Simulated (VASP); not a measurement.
# Al17As16 (a cell with a defect) in VASP: single point with PBE

Aim: the single point of Al17As16 (a cell with a defect) with PBE.

Program: VASP 6.6.1. These are calculated values, not measurements. Logs are shortened: lines on timing, memory, paths and dates and some standing lists are left out, and cuts for length are marked.

**1. The cell of the first run**

The cell holds a defect, 33 atoms: a = 9.921 Å, b = 9.921 Å, c = 9.921 Å, α = 109.47°, β = 109.47°, γ = 109.47°.

**2. Single point, PBE**

INCAR reads:

```
  PREC = Accurate
  ENCUT = 520
  EDIFF = 1E-6
  ISMEAR = 0
  SIGMA = 0.01
  LREAL = Auto
  LASPH = T
  NELM = 60
  ALGO = Normal
  ISIF = 2
  LWAVE = F
  LCHARG = T
  GGA = PE
  LELF = T
  LVHAR = T
  NELECT = 128.0
  NBANDS = 88
```

KPOINTS reads:

```
Automatic mesh
0
Gamma
  2 2 2
  0.5 0.5 0.5
```

POSCAR reads:

```
Al17As16
1.0
   -5.7279123196      5.7279123196     -5.7279123196
   -5.7279123196     -5.7279123196      5.7279123196
    5.7279123196      5.7279123196      5.7279123196
Al As
17 16
Direct
    0.7488585081      0.7488585081      0.4994534120
    0.5005949039      0.0000000000      0.5011414919
    0.4994050961      0.7505465880      0.7494050961
    0.2721871320      0.2721871320      0.5221871320
    0.2511414919      0.0000000000      0.7505949039
    0.2494534120      0.7488585081     -0.0011414919
    0.0000000000      0.5005949039      0.5011414919
    0.0000000000      0.2511414919      0.7505949039
    0.0000000000      0.0000000000     -0.0221871320
    0.0000000000      0.7278128680      0.2500000000
    0.7505465880      0.4994050961      0.7494050961
    0.7488585081      0.2494534120     -0.0011414919
    0.7278128680      0.0000000000      0.2500000000
    0.4994050961      0.4994050961      0.0005465880
    0.5005949039      0.2511414919      0.2500000000
    0.2511414919      0.5005949039      0.2500000000
    0.0000000000      0.0000000000      0.2500000000
    0.0000000000      0.0000000000      0.7367343505
    0.7500000000      0.2500000000      0.7500000000
    0.7555243205      0.0000000000      0.0055243205
    0.5132656495      0.5132656495      0.7632656495
    0.5000000000      0.2500000000      0.0000000000
    0.4867343505      0.0000000000      0.2500000000
    0.2500000000      0.7500000000      0.7500000000
    0.2500000000      0.5000000000      0.0000000000
    0.2444756795      0.2444756795      0.2500000000
    0.2444756795      0.0000000000      0.4944756795
    0.0000000000      0.7555243205      0.0055243205
    0.0000000000      0.4867343505      0.2500000000
    0.0000000000      0.2444756795      0.4944756795
    0.7555243205      0.7555243205      0.2500000000
    0.7500000000      0.5000000000      0.5000000000
    0.5000000000      0.7500000000      0.5000000000
```

Potentials or basis: VASP PAW PBE potentials, release 64 (Al, As).

Launch:

```
cat potpaw_PBE.64/Al/POTCAR potpaw_PBE.64/As/POTCAR > POTCAR
mpirun -np 1 vasp_std > vasp.out
```

OUTCAR:

```text
PREC = Accurate
   ENCUT = 520
   EDIFF = 1E-6
   ISMEAR = 0
   LREAL = Auto
   LASPH = T
   NELM = 60
   ISIF = 2
   GGA = PE
   NELECT = 128.0

 ion  position               nearest neighbor table
   1  0.749  0.749  0.499-  18 2.45  32 2.47  33 2.47  31 2.52
   2  0.501  0.000  0.501-  23 2.45  19 2.47  33 2.47  27 2.52
   3  0.499  0.751  0.749-  21 2.45  24 2.47  33 2.47  20 2.52
   4  0.272  0.272  0.522-  21 2.39  26 2.53  27 2.53  30 2.53  17 2.70
   5  0.251  0.000  0.751-  18 2.45  22 2.47  24 2.47  27 2.52
   6  0.249  0.749  0.999-  23 2.45  24 2.47  25 2.47  28 2.52
   7  0.000  0.501  0.501-  29 2.45  24 2.47  32 2.47  30 2.52
   8  0.000  0.251  0.751-  18 2.45  19 2.47  25 2.47  30 2.52
   9  0.000  0.000  0.978-  18 2.39  20 2.53  26 2.53  28 2.53  17 2.70
  10  0.000  0.728  0.250-  29 2.39  28 2.53  27 2.53  31 2.53  17 2.70
  11  0.751  0.499  0.749-  21 2.45  19 2.47  32 2.47  28 2.52
  12  0.749  0.249  0.999-  29 2.45  22 2.47  19 2.47  20 2.52
  13  0.728  0.000  0.250-  23 2.39  20 2.53  30 2.53  31 2.53  17 2.70
  14  0.499  0.499  0.001-  21 2.45  22 2.47  25 2.47  31 2.52
  15  0.501  0.251  0.250-  23 2.45  22 2.47  32 2.47  26 2.52
  16  0.251  0.501  0.250-  29 2.45  25 2.47  33 2.47  26 2.52
  17  0.000  0.000  0.250-   4 2.70   9 2.70  10 2.70  13 2.70  20 2.80  26 2.80  27 2.80  28 2.80
                            30 2.80  31 2.80
  18  0.000  0.000  0.737-   9 2.39   5 2.45   8 2.45   1 2.45
  19  0.750  0.250  0.750-   2 2.47   8 2.47  11 2.47  12 2.47
  20  0.756  0.000  0.006-   3 2.52  12 2.52   9 2.53  13 2.53  17 2.80
  21  0.513  0.513  0.763-   4 2.39   3 2.45  11 2.45  14 2.45
  22  0.500  0.250  0.000-   5 2.47  12 2.47  14 2.47  15 2.47
  23  0.487  0.000  0.250-  13 2.39   6 2.45   2 2.45  15 2.45
  24  0.250  0.750  0.750-   3 2.47   5 2.47   6 2.47   7 2.47
  25  0.250  0.500  0.000-   6 2.47   8 2.47  14 2.47  16 2.47
  26  0.244  0.244  0.250-  15 2.52  16 2.52   4 2.53   9 2.53  17 2.80
  27  0.244  0.000  0.494-   2 2.52   5 2.52   4 2.53  10 2.53  17 2.80
  28  0.000  0.756  0.006-   6 2.52  11 2.52  10 2.53   9 2.53  17 2.80
  29  0.000  0.487  0.250-  10 2.39   7 2.45  12 2.45  16 2.45
  30  0.000  0.244  0.494-   7 2.52   8 2.52   4 2.53  13 2.53  17 2.80
  31  0.756  0.756  0.250-   1 2.52  14 2.52  13 2.53  10 2.53  17 2.80
  32  0.750  0.500  0.500-   1 2.47   7 2.47  11 2.47  15 2.47
  33  0.500  0.750  0.500-   1 2.47   2 2.47   3 2.47  16 2.47

  LATTYP: Found a body centered cubic cell.
 ALAT       =    11.4558246392

  Lattice vectors:

 A1 = (  -5.7279123196,   5.7279123196,  -5.7279123196)
 A2 = (  -5.7279123196,  -5.7279123196,   5.7279123196)
 A3 = (   5.7279123196,   5.7279123196,   5.7279123196)

Analysis of symmetry for initial positions (statically):
=====================================================================
 Subroutine PRICEL returns:
[... 183 lines left out ...]
     AMIX     =   0.40;   BMIX     =  1.00
     AMIX_MAG =   1.60;   BMIX_MAG =  1.00
  volume/ion in A,a.u.               =      22.78       153.72
  Fermi-wavevector in a.u.,A,eV,Ry     =   0.907392  1.714723 11.202506  0.823361
  Thomas-Fermi vector in A             =   2.031194
   LORBIT       =      0    0 simple, 1 ext, 2 COOP (PROOUT), +10 PAW based schemes
   GGA     = PE    functional components
   LHFCALC =     F    Hartree Fock is set to
   AEXX    =    0.0000 exact exchange contribution
   IVDW    =     0    specifies the selected vdW correction
   LEPSILON=     F    determine dielectric tensor
   LRPA    =     F    only Hartree local field effects (RPA)
 non-spin polarized calculation
 Gauss-broadening in eV      SIGMA  =   0.01
  energy-cutoff  :      520.00
  volume of cell :      751.71
 maximum number of plane-waves:     20280
 NGX is ok and might be reduce to    80
   NGX = 37   NGY = 37   NGZ = 37

 number of electron     128.0000001 magnetization

 Free energy of the ion-electron system (eV)
  ---------------------------------------------------
  ext. energy  EPLUGINS =         0.00000000
  ---------------------------------------------------
  free energy    TOTEN  =      -165.18326106 eV

  energy without entropy =     -165.18326106  energy(sigma->0) =     -165.18326106

 E-fermi :   3.5250     XC(G=0):  -8.9368

 val. band max:        3.4289813940   @ k =   0.2500   0.2500   0.2500
 cond. band min:       4.2707835929   @ k =   0.2500   0.2500   0.2500
 fundamental gap:      0.8418021989
 Fermi energy:         3.5250323715

 k-point     1 :       0.2500    0.2500    0.2500
  band No.  band energies     occupation
      1      -7.7879      2.00000
      2      -7.2977      2.00000
      3      -7.2977      2.00000
      4      -7.2977      2.00000
      5      -6.5010      2.00000
      6      -6.4775      2.00000
[... 68 lines left out ...]
     75       6.4227      0.00000
     76       6.4227      0.00000

 k-point     2 :      -0.2500    0.2500    0.2500
  band No.  band energies     occupation
      1      -7.8897      2.00000
      2      -7.2307      2.00000
      3      -7.0614      2.00000
      4      -7.0614      2.00000
      5      -6.8567      2.00000
      6      -6.6421      2.00000
[... 68 lines left out ...]
     75       6.9016      0.00000
     76       6.9958      0.00000
 [bands above 76 left out]

------------------------ aborting loop because EDIFF is reached ----------------------------------------

  FORCE on cell =-STRESS in cart. coord.  units (eV):
  Direction    XX          YY          ZZ          XY          YZ          ZX
  --------------------------------------------------------------------------------------
  -------------------------------------------------------------------------------------
  Total      -21.1419483    -21.1419483    -21.1419483      0.0000000      0.0000000      0.0000000
  in kB      -45.0615903    -45.0615903    -45.0615903      0.0000000      0.0000000      0.0000000
  external PRESSURE =     -45.0615903 kB  Pullay stress =       0.0000000 kB

 VOLUME and BASIS-vectors are now :
 -----------------------------------------------------------------------------
  energy-cutoff  :      520.00
  volume of cell :      751.71
      direct lattice vectors                 reciprocal lattice vectors
    -5.727912320  5.727912320 -5.727912320    -0.087291839  0.087291839  0.000000000
    -5.727912320 -5.727912320  5.727912320    -0.087291839  0.000000000  0.087291839
     5.727912320  5.727912320  5.727912320     0.000000000  0.087291839  0.087291839

 POSITION                                       TOTAL-FORCE (eV/Angst)
 -----------------------------------------------------------------------------------
     -5.71797      2.86083      2.86083         0.001600     -0.002850     -0.002850
      0.00313      5.73786      0.00313         0.002850      0.001600      0.002850
     -2.86709      2.85401      5.73104        -0.002850     -0.001600      0.002850
     -0.12709      2.99104      2.99104         0.006969     -0.006969     -0.006969
      2.86083      5.73786      2.86083        -0.002850      0.001600     -0.002850
      0.00313      2.86083      8.58192         0.002850     -0.002850     -0.001600
[... 25 lines left out ...]
     -4.29593      4.29593      1.43198        -0.000000     -0.000000     -0.000000
     -4.29593      1.43198      4.29593        -0.000000     -0.000000     -0.000000
 -----------------------------------------------------------------------------------
    total drift:                               -0.000003      0.000002      0.000002

  FREE ENERGIE OF THE ION-ELECTRON SYSTEM (eV)
  ---------------------------------------------------
  free  energy   TOTEN  =      -165.1832610617 eV

  energy  without entropy=     -165.1832610617  energy(sigma->0) =     -165.18326106
```

OSZICAR:

```text
N       E                     dE             d eps       ncg     rms          rms(c)
DAV:   1     0.407473931833E+03    0.40747E+03   -0.46366E+04   352   0.117E+03
DAV:   2    -0.119753088709E+03   -0.52723E+03   -0.49597E+03   424   0.170E+02
DAV:   3    -0.166621766879E+03   -0.46869E+02   -0.46257E+02   432   0.497E+01
DAV:   4    -0.167702842162E+03   -0.10811E+01   -0.10773E+01   424   0.853E+00
DAV:   5    -0.167729761984E+03   -0.26920E-01   -0.26898E-01   464   0.138E+00    0.123E+01
DAV:   6    -0.165660396336E+03    0.20694E+01   -0.36948E+00   400   0.386E+00    0.719E+00
DAV:   7    -0.165186208130E+03    0.47419E+00   -0.30306E+00   424   0.340E+00    0.226E+00
DAV:   8    -0.165176114177E+03    0.10094E-01   -0.25705E-01   392   0.122E+00    0.699E-01
DAV:   9    -0.165181498704E+03   -0.53845E-02   -0.23354E-02   400   0.417E-01    0.273E-01
DAV:  10    -0.165182501569E+03   -0.10029E-02   -0.14288E-03   424   0.969E-02    0.127E-01
DAV:  11    -0.165183240863E+03   -0.73929E-03   -0.10116E-03   384   0.877E-02    0.409E-02
DAV:  12    -0.165183247954E+03   -0.70914E-05   -0.31530E-05   424   0.160E-02    0.138E-02
DAV:  13    -0.165183258334E+03   -0.10379E-04   -0.27516E-05   384   0.142E-02    0.632E-03
DAV:  14    -0.165183260071E+03   -0.17371E-05   -0.26665E-06   296   0.407E-03    0.404E-03
DAV:  15    -0.165183261123E+03   -0.10520E-05   -0.71178E-07   256   0.257E-03    0.137E-03
DAV:  16    -0.165183261062E+03    0.60959E-07   -0.23220E-07   224   0.128E-03
   1 F= -.16518326E+03 E0= -.16518326E+03  d E =-.362543E-42
```

stdout:

```text
POSCAR found type information on POSCAR AlAs
 POSCAR found :  2 types and      33 ions
 scaLAPACK will be used
 LDA part: xc-table for (Slater+PW92), standard interpolation
 POSCAR, INCAR and KPOINTS ok, starting setup
 FFT: planning ... GRIDC
 FFT: planning ... GRID_SOFT
 FFT: planning ... GRID
 WAVECAR not read
 entering main loop
 the old and the new charge density differ
 old charge density:   131.00000 new  128.00000
    0.123E+01
```

Wall time 11 min (1 thread of Intel Xeon 8259CL, shared host); peak memory 0.93 GiB.

Results:

| Quantity | Value |
| --- | --- |
| Free energy | -165.1833 eV |
| Largest force | 0.025 eV/Å |

Forces on the atoms (eV/Å):
```
Al   0.002 -0.003 -0.003
Al   0.003  0.002  0.003
Al  -0.003 -0.002  0.003
Al   0.007 -0.007 -0.007
Al  -0.003  0.002 -0.003
Al   0.003 -0.003 -0.002
Al   0.003  0.003  0.002
Al  -0.003 -0.003  0.002
Al   0.007  0.007  0.007
Al  -0.007 -0.007  0.007
Al  -0.003  0.003 -0.002
Al   0.003 -0.002 -0.003
Al  -0.007  0.007 -0.007
Al   0.002  0.003  0.003
Al  -0.002 -0.003  0.003
Al  -0.002  0.003 -0.003
Al   0.000  0.000  0.000
As  -0.014 -0.014 -0.014
As   0.000  0.000  0.000
As   0.000  0.004  0.000
As  -0.014  0.014  0.014
As   0.000  0.000  0.000
As   0.014 -0.014  0.014
As   0.000  0.000  0.000
As   0.000  0.000  0.000
As   0.004  0.000  0.000
As   0.000 -0.004  0.000
As   0.000  0.000  0.004
As   0.014  0.014 -0.014
As   0.000  0.000 -0.004
As  -0.004  0.000  0.000
As   0.000  0.000  0.000
As   0.000  0.000  0.000
```

Levels at points of the mesh, in eV from the Fermi level:
```
           k point  band 61  band 62  band 63  band 64  band 65  band 66  band 67  band 68
(0.25, 0.25, 0.25)    -0.22    -0.10    -0.10    -0.10     0.75     2.29     2.29     2.29
```

Caveat: the cell carries a net charge on a neutralising background, which shifts energy and pressure; the cell is charged against a uniform background, so pressure and absolute levels hang on convention.
